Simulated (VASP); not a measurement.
TeP2:

```
CELL_PARAMETERS angstrom
3.99262 0.00000 0.00000
-1.99631 3.45771 0.00000
0.00000 0.00000 5.49853
ATOMIC_POSITIONS crystal
Te 0.00000 0.00000 0.00000
P 0.66667 0.33333 0.68767
P 0.66667 0.33333 0.31233
```

The cell was generated, and may not be a known phase.

| Quantity | Value |
| --- | --- |
| Program | VASP 6.6.1 |
| Task | relaxation of cell and atoms |
| Functional | PBE |
| Potentials or basis | VASP PAW PBE potentials, release 64 (Te, P) |
| Cutoff | 600 eV |
| k mesh | 12 × 12 × 8 |
| Occupations | gaussian, width 0.1 eV |
| Spin | no spin polarisation |

At the start: pressure 0.3 GPa; volume 25.30 Å³/atom.

**Question.** Where does the relaxation end?

**Answer.** Over 14 steps the energy falls by 8.8 meV/atom and the volume is 26.35 Å³/atom (+4.1 %); space group P-6m2 (No. 187, to 0.1 Å) before and after.

Step by step:
```tsv
step	energy change (eV)	largest force (eV/Å)	pressure (GPa)	volume (Å³)
1	0.0000	0.0372	0.32	75.91
2	-0.0058	0.1228	0.28	76.46
3	-0.0125	0.3068	0.26	77.55
4	-0.0132	0.4096	0.26	78.07
5	-0.0157	0.3398	0.09	78.39
6	-0.0199	0.1576	-0.43	79.34
7	-0.0153	0.1501	-1.46	81.24
8	-0.0203	0.0783	-0.72	79.81
9	-0.0223	0.0658	-0.58	79.67
10	-0.0259	0.0314	-0.18	79.25
11	-0.0225	0.0311	0.64	78.36
12	-0.0264	0.0226	0.04	79.02
13	-0.0264	0.0217	0.05	79.01
14	-0.0264	0.0054	0.01	79.04
```

Final structure:
```xyz
3
Lattice="4.1767 0.0000 0.0000 -2.0883 3.6171 0.0000 0.0000 0.0000 5.2320" Properties=species:S:1:pos:R:3 pbc="T T T"
Te    4.1767    0.0000    0.0000
P     2.0883    1.2057    3.6494
P     2.0883    1.2057    1.5826
```
